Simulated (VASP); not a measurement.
# SrO (P6_3/mmc) in VASP: further runs

The runs below take SrO through single point, with PBEsol.

All numbers are computed with VASP 6.6.1; they aren't measurements. Logs are shortened: lines on timing, memory, paths and dates and some standing lists are left out, and cuts for length are marked.

## Step 1: The cell of the first run

The structure is hexagonal, space group P6_3/mmc (No. 194). Conventional cell: a = 4.270 Å, b = 4.270 Å, c = 5.144 Å, α = 90.00°, β = 90.00°, γ = 120.00°. Within 3.3 Å of Sr (site symmetry -6m2) lie 5 O at 2.47 to 2.57 Å. Within 3.3 Å of O (site symmetry -6m2) lie 5 Sr at 2.47 to 2.57 Å.

## Step 2: Single point, PBEsol

INCAR reads:

```
SYSTEM = SrO
PREC = Accurate
ENCUT = 600
EDIFF = 1E-6
ISMEAR = 0
SIGMA = 0.01
LREAL = .False.
LASPH = .True.
NELM = 120
ALGO = Normal
ISIF = 2
LWAVE = .False.
LCHARG = .True.
GGA = PS
LELF = .True.
LVHAR = .True.
NBANDS = 24
GGA_COMPAT = .False.
```

KPOINTS reads:

```
Automatic mesh
0
Gamma
  6 6 4
  0 0 0
```

POSCAR reads:

```
SrO
1.0
    4.2700309501      0.0000000000      0.0000000000
   -2.1350154750      3.6979552777      0.0000000000
    0.0000000000      0.0000000000      5.1444468281
Sr O
2 2
Direct
    0.3333333333      0.6666666667     -0.0625000000
    0.6666666667      0.3333333333      0.4375000000
    0.3333333333      0.6666666667      0.4375000000
    0.6666666667      0.3333333333      0.9375000000
```

Potentials or basis: VASP PAW PBE potentials, release 64 (Sr_sv, O).

The run is started by

```sh
$ cat potpaw_PBE.64/Sr_sv/POTCAR potpaw_PBE.64/O/POTCAR > POTCAR
$ mpirun -np 1 vasp_std > vasp.out
```

OUTCAR:

```text
SYSTEM = SrO
   PREC = Accurate
   ENCUT = 600
   EDIFF = 1E-6
   ISMEAR = 0
   LREAL = .False.
   LASPH = .True.
   NELM = 120
   ISIF = 2
   GGA = PS

 ion  position               nearest neighbor table
   1  0.333  0.667  0.938-   4 2.47   4 2.47   4 2.47   3 2.57   3 2.57   2 3.56   2 3.56   2 3.56
                             2 3.56   2 3.56   2 3.56
   2  0.667  0.333  0.438-   3 2.47   3 2.47   3 2.47   4 2.57   4 2.57   1 3.56   1 3.56   1 3.56
                             1 3.56   1 3.56   1 3.56
   3  0.333  0.667  0.438-   2 2.47   2 2.47   2 2.47   1 2.57   1 2.57
   4  0.667  0.333  0.938-   1 2.47   1 2.47   1 2.47   2 2.57   2 2.57

  LATTYP: Found a hexagonal cell.
 ALAT       =     4.2700309501
 C/A-ratio  =     1.2047797518

  Lattice vectors:

 A1 = (   4.2700309501,   0.0000000000,   0.0000000000)
 A2 = (  -2.1350154750,   3.6979552777,   0.0000000000)
 A3 = (   0.0000000000,   0.0000000000,   5.1444468281)

Analysis of symmetry for initial positions (statically):
=====================================================================
 Subroutine PRICEL returns:
 Original cell was already a primitive cell.

 Routine SETGRP: Setting up the symmetry group for a
 hexagonal supercell.

 Subroutine GETGRP returns: Found 24 space group operations
 (whereof  6 operations were pure point group operations)
 out of a pool of 24 trial point group operations.

The static configuration has the point symmetry C_3v.
 The point group associated with its full space group is D_6h.

Analysis of symmetry for dynamics (positions and initial velocities):
=====================================================================
 Subroutine PRICEL returns:
 Original cell was already a primitive cell.

 Routine SETGRP: Setting up the symmetry group for a
 hexagonal supercell.

 Subroutine GETGRP returns: Found 24 space group operations
 (whereof  6 operations were pure point group operations)
 out of a pool of 24 trial point group operations.

The dynamic configuration has the point symmetry C_3v.
 The point group associated with its full space group is D_6h.

 Subroutine INISYM returns: Found 24 space group operations
 (whereof  6 operations are pure point group operations),
 and found     1 'primitive' translations

----------------------------------------------------------------------------------------

                                     Primitive cell

  volume of cell :      81.2328

  direct lattice vectors                    reciprocal lattice vectors
     4.270030950  0.000000000  0.000000000     0.234190340  0.135209856  0.000000000
    -2.135015475  3.697955278  0.000000000     0.000000000  0.270419712  0.000000000
     0.000000000  0.000000000  5.144446828     0.000000000  0.000000000  0.194384359

  length of vectors
     4.270030950  4.270030950  5.144446828     0.270419712  0.270419712  0.194384359

  position of ions in fractional coordinates (direct lattice)
     0.333333333  0.666666667  0.937500000
     0.666666667  0.333333333  0.437500000
     0.333333333  0.666666667  0.437500000
     0.666666667  0.333333333  0.937500000

  ion indices of the primitive-cell ions
   primitive index   ion index
                 1           1
                 2           2
                 3           3
                 4           4

----------------------------------------------------------------------------------------

 KPOINTS: Automatic mesh

Automatic generation of k-mesh.
 Grid dimensions read from file:
 generate k-points for:    6    6    4

 Generating k-lattice:

  Cartesian coordinates                     Fractional coordinates (reciprocal lattice)
     0.039031723  0.022534976  0.000000000     0.166666667  0.000000000  0.000000000
     0.000000000  0.045069952  0.000000000     0.000000000  0.166666667  0.000000000
     0.000000000  0.000000000  0.048596090     0.000000000  0.000000000  0.250000000

  Length of vectors
     0.045069952  0.045069952  0.048596090

  Shift w.r.t. Gamma in fractional coordinates (k-lattice)
     0.000000000  0.000000000  0.000000000

 Subroutine IBZKPT returns following result:
 ===========================================

 Found     21 irreducible k-points:

 Following reciprocal coordinates:
            Coordinates               Weight
  0.000000  0.000000  0.000000      1.000000
  0.166667  0.000000  0.000000      6.000000
  0.333333  0.000000  0.000000      6.000000
  0.500000  0.000000  0.000000      3.000000
  0.166667  0.166667  0.000000      6.000000
  0.333333  0.166667  0.000000     12.000000
[... 13 lines left out ...]
  0.333333  0.166667  0.500000     12.000000
  0.333333  0.333333  0.500000      2.000000
   k-points           NKPTS =     21   k-points in BZ     NKDIM =     21   number of bands    NBANDS=     24
   number of dos      NEDOS =    301   number of ions     NIONS =      4
   total plane-waves  NPLWV =  54432
   dimension x,y,z NGX =    36 NGY =   36 NGZ =   42
   dimension x,y,z NGXF=    72 NGYF=   72 NGZF=   84
   ions per type =               2   2
   NGX,Y,Z   is equivalent  to a cutoff of  14.02, 14.02, 13.57 a.u.
   NGXF,Y,Z  is equivalent  to a cutoff of  28.03, 28.03, 27.15 a.u.
 SYSTEM =  SrO
   PREC   = accura    normal or accurate (medium, high low for compatibility)
   ISTART =      0    job   : 0-new  1-cont  2-samecut
   ICHARG =      2    charge: 1-file 2-atom 10-const
   ISPIN  =      1    spin polarized calculation?
   LNONCOLLINEAR =      F non collinear calculations
   LSORBIT =      F    spin-orbit coupling
   LASPH  =      T    aspherical Exc in radial PAW
   ENCUT  =  600.0 eV  44.10 Ry    6.64 a.u.   8.53  8.53 10.27*2*pi/ulx,y,z
   NELM   =    120;   NELMIN=  2; NELMDL= -5     # of ELM steps
   EDIFF  = 0.1E-05   stopping-criterion for ELM
   LREAL  =      F    real-space projection
   EDIFFG = 0.1E-04   stopping-criterion for IOM
   NSW    =      0    number of steps for IOM
   IBRION =     -1    ionic relax: 0-MD 1-quasi-New 2-CG
   NFREE  =      0    steps in history (QN), initial steepest desc. (CG)
   ISIF   =      2    stress and relaxation
   ISYM   =      2    0-nonsym 1-usesym 2-fastsym
   POTIM  = 0.5000    time-step for ionic-motion
   TEBEG  =    0.0;   TEEND  =   0.0 temperature during run
   PSTRESS=    0.0 pullay stress
   NELECT =      32.0000    total number of electrons
   NUPDOWN=      -1.0000    fix difference up-down
   EMIN   =  10.00;   EMAX   =-10.00  energy-range for DOS
   EFERMI =   0.00;   METHOD = LEGACY
   ISMEAR =     0;   SIGMA  =   0.01  broadening in eV -4-tet -1-fermi 0-gaus
   EFERMI_NEDOS =   21; number of points for ismear=-14 and -15
   IALGO  =     38    algorithm
   IMIX   =      4    mixing-type and parameters
     AMIX     =   0.40;   BMIX     =  1.00
     AMIX_MAG =   1.60;   BMIX_MAG =  1.00
  volume/ion in A,a.u.               =      20.31       137.05
  Fermi-wavevector in a.u.,A,eV,Ry     =   1.200092  2.267844 19.595378  1.440220
  Thomas-Fermi vector in A             =   2.335937
   LORBIT       =      0    0 simple, 1 ext, 2 COOP (PROOUT), +10 PAW based schemes
   GGA     = PS    functional components
   LHFCALC =     F    Hartree Fock is set to
   AEXX    =    0.0000 exact exchange contribution
   IVDW    =     0    specifies the selected vdW correction
   LEPSILON=     F    determine dielectric tensor
   LRPA    =     F    only Hartree local field effects (RPA)
 non-spin polarized calculation
 Gauss-broadening in eV      SIGMA  =   0.01
  energy-cutoff  :      600.00
  volume of cell :       81.23
 maximum number of plane-waves:      2733
 NGX is ok and might be reduce to    36
   NGX = 17   NGY = 17   NGZ = 21

 number of electron      32.0000003 magnetization

 Free energy of the ion-electron system (eV)
  ---------------------------------------------------
  ext. energy  EPLUGINS =         0.00000000
  ---------------------------------------------------
  free energy    TOTEN  =       -24.98112724 eV

  energy without entropy =      -24.98112724  energy(sigma->0) =      -24.98112724

 E-fermi :   0.7565     XC(G=0):  -9.1952

 val. band max:        0.6156900299   @ k =   0.0000   0.0000   0.0000
 cond. band min:       3.1313422299   @ k =   0.0000   0.0000   0.0000
 fundamental gap:      2.5156521999
 Fermi energy:         0.7564680414

 k-point     1 :       0.0000    0.0000    0.0000
  band No.  band energies     occupation
      1     -31.6513      2.00000
      2     -31.4785      2.00000
      3     -14.3277      2.00000
      4     -14.3276      2.00000
      5     -14.2317      2.00000
      6     -13.8200      2.00000
[... 16 lines left out ...]
     23       9.1735      0.00000
     24       9.4182      0.00000

 k-point     2 :       0.1667    0.0000    0.0000
  band No.  band energies     occupation
      1     -31.6366      2.00000
      2     -31.4841      2.00000
      3     -14.8010      2.00000
      4     -14.7224      2.00000
      5     -14.1750      2.00000
      6     -13.8581      2.00000
[... 16 lines left out ...]
     23       9.0667      0.00000
     24       9.0843      0.00000

 k-point     3 :       0.3333    0.0000    0.0000
  band No.  band energies     occupation
      1     -31.6012      2.00000
      2     -31.5013      2.00000
      3     -15.2646      2.00000
      4     -15.1732      2.00000
      5     -14.0298      2.00000
      6     -13.9272      2.00000
[... 16 lines left out ...]
     23       8.8671      0.00000
     24       9.3445      0.00000
[... 433 lines left out ...]
 k-point    20 :       0.3333    0.1667    0.5000
  band No.  band energies     occupation
      1     -31.5449      2.00000
      2     -31.5449      2.00000
      3     -15.7723      2.00000
      4     -15.7723      2.00000
      5     -13.7876      2.00000
      6     -13.7876      2.00000
[... 16 lines left out ...]
     23       9.6887      0.00000
     24       9.6887      0.00000

 k-point    21 :       0.3333    0.3333    0.5000
  band No.  band energies     occupation
      1     -31.5425      2.00000
      2     -31.5425      2.00000
      3     -15.8273      2.00000
      4     -15.8273      2.00000
      5     -13.8402      2.00000
      6     -13.8402      2.00000
[... 16 lines left out ...]
     23       9.8703      0.00000
     24       9.8703      0.00000

------------------------ aborting loop because EDIFF is reached ----------------------------------------

  FORCE on cell =-STRESS in cart. coord.  units (eV):
  Direction    XX          YY          ZZ          XY          YZ          ZX
  --------------------------------------------------------------------------------------
  -------------------------------------------------------------------------------------
  Total       -0.6155181     -0.6155181     -0.6264328     -0.0000000      0.0000000      0.0000000
  in kB      -12.1400375    -12.1400375    -12.3553122     -0.0000000      0.0000000      0.0000000
  external PRESSURE =     -12.2117958 kB  Pullay stress =       0.0000000 kB

 VOLUME and BASIS-vectors are now :
 -----------------------------------------------------------------------------
  energy-cutoff  :      600.00
  volume of cell :       81.23
      direct lattice vectors                 reciprocal lattice vectors
     4.270030950  0.000000000  0.000000000     0.234190340  0.135209856  0.000000000
    -2.135015475  3.697955278  0.000000000     0.000000000  0.270419712  0.000000000
     0.000000000  0.000000000  5.144446828     0.000000000  0.000000000  0.194384359

 POSITION                                       TOTAL-FORCE (eV/Angst)
 -----------------------------------------------------------------------------------
     -0.00000      2.46530      4.82292        -0.000000     -0.000000      0.000000
      2.13502      1.23265      2.25070         0.000000     -0.000000      0.000000
     -0.00000      2.46530      2.25070         0.000000     -0.000000     -0.000000
      2.13502      1.23265      4.82292        -0.000000      0.000000      0.000000
 -----------------------------------------------------------------------------------
    total drift:                               -0.000000      0.000000      0.000034

  FREE ENERGIE OF THE ION-ELECTRON SYSTEM (eV)
  ---------------------------------------------------
  free  energy   TOTEN  =       -24.9811272362 eV

  energy  without entropy=      -24.9811272362  energy(sigma->0) =      -24.98112724
```

Wall time 64 s (1 thread of Intel Xeon 8259CL, shared host); peak memory 0.24 GiB.

What came out:

* Free energy: -24.9811 eV
* Pressure: -1.2 GPa
* Band gap on the k mesh: 2.52 eV

Caveat: the structure was generated, so it needn't be the stable form of SrO; the PAW data sets were made with another functional, which shifts forces and pressure a little.

## Step 3: Single point, PBEsol

INCAR reads:

```
ALGO = Normal
EDIFF = 1E-6
ENCUT = 600
GGA = PS
GGA_COMPAT = False
ISIF = 2
ISMEAR = 1
LASPH = True
LCHARG = False
LREAL = False
LWAVE = False
NBANDS = 24
NELM = 120
PREC = Accurate
SIGMA = 0.001
```

KPOINTS reads:

```
k-points
0
Gamma
  6 6 4
```

POSCAR is that of step 2.

Potentials or basis: VASP PAW PBE potentials, release 64 (Sr_sv, O).

The run is started by

```sh
$ cat potpaw_PBE.64/Sr_sv/POTCAR potpaw_PBE.64/O/POTCAR > POTCAR
$ mpirun -np 1 vasp_std > vasp.out
```

Run time: 59 s. Hardware: 1 thread of Intel Xeon 8259CL, shared host; peak memory 0.24 GiB.

It converged, with:

```yaml
Free_energy: -24.9811 eV
Pressure: -1.2 GPa
Band_gap_on_the_k_mesh: 2.52 eV
```

Levels at points of the mesh, in eV from the valence-band top:
```
           k point  band 13  band 14  band 15  band 16  band 17  band 18  band 19  band 20
(0.00, 0.00, 0.00)    -0.90    -0.90    -0.33     0.00     2.52     6.06     6.06     7.10
(0.50, 0.00, 0.00)    -0.37    -0.36    -0.35    -0.27     4.20     4.75     4.99     7.09
(0.00, 0.00, 0.50)    -1.11    -1.11    -1.11    -1.11     4.23     4.23     7.83     7.83
(0.50, 0.00, 0.50)    -0.92    -0.92    -0.45    -0.45     4.84     4.84     7.35     7.35
```

Caveat: the structure was generated, so it needn't be the stable form of SrO; the PAW data sets were made with another functional, which shifts forces and pressure a little.
